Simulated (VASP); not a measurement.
# C in VASP: notebook, part 2 of 2

VASP 6.6.1.

## Step 3: Single point, PBEsol

INCAR reads:

```
SYSTEM = C
ALGO = Normal ; DIPOL = 0.5 0.5 0.498
EDIFF = 1E-6 ; ENCUT = 520
GGA = PS ; IDIPOL = 3
ISIF = 2 ; ISMEAR = 0
LASPH = .TRUE. ; LCHARG = .FALSE.
LDIPOL = .TRUE. ; LREAL = Auto
LWAVE = .FALSE. ; NBANDS = 46
NELM = 100 ; PREC = Accurate
SIGMA = 0.05
```

KPOINTS reads:

```
k-points
0
G
  15 5 1
  0 0 0
```

POSCAR reads:

```
C
1.0
    2.4589102530      0.0000000000      0.0000000000
   -2.4589102530      7.3348995022      0.0000000000
    0.0000000000      0.0000000000     21.9639274826
C
16
Direct
    0.7967867856      0.2967867856      0.3414689839
    0.7967867856      0.7967867856      0.3414689839
    0.3155952826      0.3155952826      0.3731705532
    0.3155952826      0.8155952826      0.3731705532
    0.3529778196      0.3529778196      0.4365891382
    0.3529778196      0.8529778196      0.4365891382
    0.8369841217      0.3573216815      0.4692781981
    0.9011591283      0.8806887580      0.4680007166
    0.7734875095      0.3687404362      0.5338568717
    1.0134472712      0.9172060751      0.5315425915
    0.2708673347      0.3862440869      0.5662750911
    0.5317841894      0.9150076469      0.5645459080
    0.2902644538      0.4773284849      0.6236157879
    0.5290435574      0.8378808450      0.6242122763
    0.8524974747      0.5603354935      0.6420552156
    0.9669591541      0.7551783585      0.6429428425
```

Potentials or basis: VASP PAW PBE potentials, release 64 (C).

Command:

```
cat potpaw_PBE.64/C/POTCAR > POTCAR
mpirun -np 1 vasp_std > vasp.out
```

OUTCAR:

```text
SYSTEM = C
   EDIFF = 1E-6
   ENCUT = 520
   GGA = PS
   ISIF = 2
   ISMEAR = 0
   LASPH = .TRUE.
   LREAL = Auto
   NELM = 100
   PREC = Accurate

 ion  position               nearest neighbor table
   1  0.797  0.297  0.341-   3 1.42   3 1.42
   2  0.797  0.797  0.341-   4 1.42   4 1.42
   3  0.316  0.316  0.373-   1 1.42   1 1.42   5 1.42
   4  0.316  0.816  0.373-   2 1.42   2 1.42   6 1.42
   5  0.353  0.353  0.437-   7 1.38   3 1.42   7 1.47
   6  0.353  0.853  0.437-   8 1.38   4 1.42   8 1.47
   7  0.837  0.357  0.469-   5 1.38   9 1.43   5 1.47
   8  0.901  0.881  0.468-   6 1.38  10 1.43   6 1.47
   9  0.773  0.369  0.534-  11 1.38   7 1.43  11 1.47
  10  0.013  0.917  0.532-  12 1.38   8 1.43  12 1.47
  11  0.271  0.386  0.566-   9 1.38  13 1.44   9 1.47
  12  0.532  0.915  0.565-  10 1.38  14 1.44  10 1.47
  13  0.290  0.477  0.624-  15 1.39  11 1.44  15 1.47
  14  0.529  0.838  0.624-  16 1.39  12 1.44  16 1.48
  15  0.852  0.560  0.642-  13 1.39  16 1.44  13 1.47
  16  0.967  0.755  0.643-  14 1.39  15 1.44  14 1.48

  LATTYP: Found a simple orthorhombic cell.
 ALAT       =     2.4589102530
 B/A-ratio  =     2.9829878879
 C/A-ratio  =     8.9323827317

  Lattice vectors:

 A1 = (   2.4589102530,   0.0000000000,   0.0000000000)
 A2 = (   0.0000000000,   7.3348995022,   0.0000000000)
 A3 = (   0.0000000000,   0.0000000000,  21.9639274826)

Analysis of symmetry for initial positions (statically):
=====================================================================
 Subroutine PRICEL returns:
 Original cell was already a primitive cell.

 Routine SETGRP: Setting up the symmetry group for a
 simple orthorhombic supercell.

 Subroutine GETGRP returns: Found  1 space group operations
 (whereof  1 operations were pure point group operations)
 out of a pool of  8 trial point group operations.

The static configuration has the point symmetry C_1 .

Analysis of symmetry for dynamics (positions and initial velocities):
=====================================================================
 Subroutine PRICEL returns:
 Original cell was already a primitive cell.

 Routine SETGRP: Setting up the symmetry group for a
 simple orthorhombic supercell.

 Subroutine GETGRP returns: Found  1 space group operations
 (whereof  1 operations were pure point group operations)
 out of a pool of  8 trial point group operations.

The dynamic configuration has the point symmetry C_1 .

 Subroutine INISYM returns: Found  1 space group operations
 (whereof  1 operations are pure point group operations),
 and found     1 'primitive' translations

----------------------------------------------------------------------------------------

                                     Primitive cell

  volume of cell :     396.1383

  direct lattice vectors                    reciprocal lattice vectors
     2.458910253  0.000000000  0.000000000     0.406684221  0.136334520  0.000000000
    -2.458910253  7.334899502  0.000000000     0.000000000  0.136334520  0.000000000
     0.000000000  0.000000000 21.963927483     0.000000000  0.000000000  0.045529198

  length of vectors
     2.458910253  7.736083656 21.963927483     0.428927915  0.136334520  0.045529198

  position of ions in fractional coordinates (direct lattice)
     0.796786786  0.296786786  0.341468984
     0.796786786  0.796786786  0.341468984
     0.315595283  0.315595283  0.373170553
     0.315595283  0.815595283  0.373170553
[... 113 lines left out ...]
   NGX,Y,Z   is equivalent  to a cutoff of  12.17, 12.89, 12.72 a.u.
   NGXF,Y,Z  is equivalent  to a cutoff of  24.34, 25.79, 25.43 a.u.
 SYSTEM =  C
   PREC   = accura    normal or accurate (medium, high low for compatibility)
   ISTART =      0    job   : 0-new  1-cont  2-samecut
   ICHARG =      2    charge: 1-file 2-atom 10-const
   ISPIN  =      1    spin polarized calculation?
   LNONCOLLINEAR =      F non collinear calculations
   LSORBIT =      F    spin-orbit coupling
   LASPH  =      T    aspherical Exc in radial PAW
   ENCUT  =  520.0 eV  38.22 Ry    6.18 a.u.   4.57 14.38 40.84*2*pi/ulx,y,z
   NELM   =    100;   NELMIN=  2; NELMDL= -5     # of ELM steps
   EDIFF  = 0.1E-05   stopping-criterion for ELM
   LREAL  =      T    real-space projection
   EDIFFG = 0.1E-04   stopping-criterion for IOM
   NSW    =      0    number of steps for IOM
   IBRION =     -1    ionic relax: 0-MD 1-quasi-New 2-CG
   NFREE  =      0    steps in history (QN), initial steepest desc. (CG)
   ISIF   =      2    stress and relaxation
   ISYM   =      2    0-nonsym 1-usesym 2-fastsym
   POTIM  = 0.5000    time-step for ionic-motion
   TEBEG  =    0.0;   TEEND  =   0.0 temperature during run
   PSTRESS=    0.0 pullay stress
   NELECT =      64.0000    total number of electrons
   NUPDOWN=      -1.0000    fix difference up-down
   EMIN   =  10.00;   EMAX   =-10.00  energy-range for DOS
   EFERMI =   0.00;   METHOD = LEGACY
   ISMEAR =     0;   SIGMA  =   0.05  broadening in eV -4-tet -1-fermi 0-gaus
   EFERMI_NEDOS =   21; number of points for ismear=-14 and -15
   IALGO  =     38    algorithm
   IMIX   =      4    mixing-type and parameters
     AMIX     =   0.40;   BMIX     =  1.00
     AMIX_MAG =   1.60;   BMIX_MAG =  1.00
  volume/ion in A,a.u.               =      24.76       167.08
  Fermi-wavevector in a.u.,A,eV,Ry     =   0.891632  1.684941 10.816747  0.795008
  Thomas-Fermi vector in A             =   2.013478
   LORBIT       =      0    0 simple, 1 ext, 2 COOP (PROOUT), +10 PAW based schemes
   GGA     = PS    functional components
   LHFCALC =     F    Hartree Fock is set to
   AEXX    =    0.0000 exact exchange contribution
   IVDW    =     0    specifies the selected vdW correction
   LEPSILON=     F    determine dielectric tensor
   LRPA    =     F    only Hartree local field effects (RPA)
 non-spin polarized calculation
 Gauss-broadening in eV      SIGMA  =   0.05
  energy-cutoff  :      520.00
  volume of cell :      396.14
 maximum number of plane-waves:     10747
   NGX =  9   NGY = 29   NGZ = 81

 dipolmoment           0.000000      0.000000      0.063414 electrons x Angstroem

 number of electron      64.0000005 magnetization

 dipolmoment           0.000000      0.000000     -0.241248 electrons x Angstroem

 Free energy of the ion-electron system (eV)
  ---------------------------------------------------
  ext. energy  EPLUGINS =         0.00000000
  ---------------------------------------------------
  free energy    TOTEN  =      -143.20183588 eV

  energy without entropy =     -143.18959723  energy(sigma->0) =     -143.19571656

 E-fermi :  -1.9175     XC(G=0):  -4.4155

 val. band max:       -1.9248251241   @ k =   0.2000   0.4000   0.0000
 cond. band min:      -1.9127398368   @ k =  -0.0667   0.4000   0.0000
 fundamental gap:      0.0120852873
 Fermi energy:        -1.9174671400

 k-point     1 :       0.0000    0.0000    0.0000
  band No.  band energies     occupation
      1     -21.9740      2.00000
      2     -21.1458      2.00000
      3     -20.8037      2.00000
      4     -20.0128      2.00000
      5     -19.2946      2.00000
      6     -18.2323      2.00000
[... 1117 lines left out ...]
     43       4.3329      0.00000
     44       4.5595      0.00000

 [... further k-points ...]

 [bands above 44 left out]

------------------------ aborting loop because EDIFF is reached ----------------------------------------

 vacuum level on the upper side and lower side of the slab       (xc-potential included)        -1.263         1.074

  FORCE on cell =-STRESS in cart. coord.  units (eV):
  Direction    XX          YY          ZZ          XY          YZ          ZX
  --------------------------------------------------------------------------------------
  -------------------------------------------------------------------------------------
  Total       -0.2992383      2.1096891      0.6483663      7.7995781     -0.0924987     -0.0131179
  in kB       -1.2102660      8.5326159      2.6223107     31.5453133     -0.3741102     -0.0530552
  external PRESSURE =       3.3148869 kB  Pullay stress =       0.0000000 kB

 VOLUME and BASIS-vectors are now :
 -----------------------------------------------------------------------------
  energy-cutoff  :      520.00
  volume of cell :      396.14
      direct lattice vectors                 reciprocal lattice vectors
     2.458910253  0.000000000  0.000000000     0.406684221  0.136334520  0.000000000
    -2.458910253  7.334899502  0.000000000     0.000000000  0.136334520  0.000000000
     0.000000000  0.000000000 21.963927483     0.000000000  0.000000000  0.045529198

 POSITION                                       TOTAL-FORCE (eV/Angst)
 -----------------------------------------------------------------------------------
      1.22946      2.17690      7.50000        -0.008344      0.265148      1.715701
      0.00000      5.84435      7.50000         0.009725      0.337231      1.661979
      0.00000      2.31486      8.19629        -0.209677     -0.126719     -2.736172
     -1.22946      5.98231      8.19629         0.202602     -0.669036     -2.498531
      0.00000      2.58906      9.58921        -1.881202     -0.649540      1.012024
     -1.22946      6.25651      9.58921         1.889639      0.824657      0.722415
[... 8 lines left out ...]
      0.71840      4.11000     14.10205         0.029736     -0.009964      0.027529
      0.52075      5.53916     14.12155        -0.039751      0.011763      0.040193
 -----------------------------------------------------------------------------------
    total drift:                               -0.002175      0.000873      0.022279

  FREE ENERGIE OF THE ION-ELECTRON SYSTEM (eV)
  ---------------------------------------------------
  free  energy   TOTEN  =      -143.2018358833 eV

  energy  without entropy=     -143.1895972333  energy(sigma->0) =     -143.19571656

 vacuum level on the upper side and lower side of the slab         2.441         4.831
```

Wall time 59 min (1 thread of Intel Xeon 8259CL, shared host); peak memory 0.68 GiB.

What came out:

```yaml
Free_energy: -143.2018 eV
Largest_force: 2.747 eV/Å
Band_gap_on_the_k_mesh: zero (bands 32 and 33 overlap by 0.13 eV)
```

Forces in eV/Å, atoms in the order of the input:
```
C   -0.008  0.265  1.716
C    0.010  0.337  1.662
C   -0.210 -0.127 -2.736
C    0.203 -0.669 -2.499
C   -1.881 -0.650  1.012
C    1.890  0.825  0.722
C    0.017 -0.008  0.006
C   -0.016  0.007  0.007
C   -0.023 -0.009 -0.002
C    0.021  0.012 -0.005
C    0.019 -0.015  0.008
C   -0.022  0.023 -0.009
C   -0.027 -0.017  0.018
C    0.037  0.022  0.032
C    0.030 -0.010  0.028
C   -0.040  0.012  0.040
```

Caveat: the PAW data sets were made with another functional, which shifts forces and pressure a little.
